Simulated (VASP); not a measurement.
## SiNi: single point with PBEsol

The system is SiNi.

```
CELL_PARAMETERS angstrom
4.37679 0.00000 0.00000
0.00000 4.37679 0.00000
0.00000 0.00000 4.37679
ATOMIC_POSITIONS crystal
Si 0.65316 0.15316 0.34684
Si 0.15316 0.34684 0.65316
Si 0.34684 0.65316 0.15316
Si 0.84684 0.84684 0.84684
Ni 0.35003 0.85003 0.64997
Ni 0.85003 0.64997 0.35003
Ni 0.64997 0.35003 0.85003
Ni 0.14997 0.14997 0.14997
```

This cell differs from its parent crystal: volume scaled by 0.94, then relaxed in part.

```
Program                : VASP 6.6.1
Task                   : single point
Functional             : PBEsol
Potentials or basis    : VASP PAW PBE potentials, release 64 (Si, Ni)
Cutoff                 : 520 eV
k mesh                 : 8 × 8 × 8
Occupations            : gaussian, width 0.1 eV
Spin                   : no spin polarisation
Dipole correction      : no
Further INCAR settings : ALGO = Normal; EDIFF = 1e-06; NBANDS = 38
```

```yaml
Pressure: 14.6 GPa
Band_gap_on_the_k_mesh: zero (band 28 reaches 14.46 eV, above the bottom of band 29 at 13.12 eV)
```

Forces in eV/Å, atoms in the order of the input:
```
Si  -0.002 -0.002  0.002
Si  -0.002  0.002 -0.002
Si   0.002 -0.002 -0.002
Si   0.002  0.002  0.002
Ni   0.000  0.000  0.000
Ni   0.000  0.000  0.000
Ni   0.000  0.000  0.000
Ni   0.000  0.000  0.000
```

Levels at points of the mesh, in eV from the Fermi level:
```tsv
k point	band 24	band 25	band 26	band 27	band 28	band 29	band 30	band 31	band 32	band 33
(0.00, 0.00, 0.00)	-2.59	-1.85	-1.85	-1.85	1.16	1.16	1.16	1.39	1.39	2.07
(0.50, 0.00, 0.00)	-2.44	-2.28	-2.28	-0.75	-0.75	-0.18	-0.18	2.89	2.89	3.06
(0.50, 0.50, 0.00)	-2.77	-1.77	-1.77	-1.11	-1.11	0.43	0.43	0.91	0.91	4.00
(0.50, 0.50, 0.50)	-3.04	-2.04	-2.04	-2.04	-2.04	4.58	4.58	4.58	4.58	4.75
```

Wall time 3.5 min on 1 thread of Intel Xeon 8259CL (shared host), peak memory 0.26 GiB.

Caveat: the PAW data sets were made with another functional, which shifts forces and pressure a little. Spin polarisation is off, so any magnetic state and its effect on volume and gap are missing.
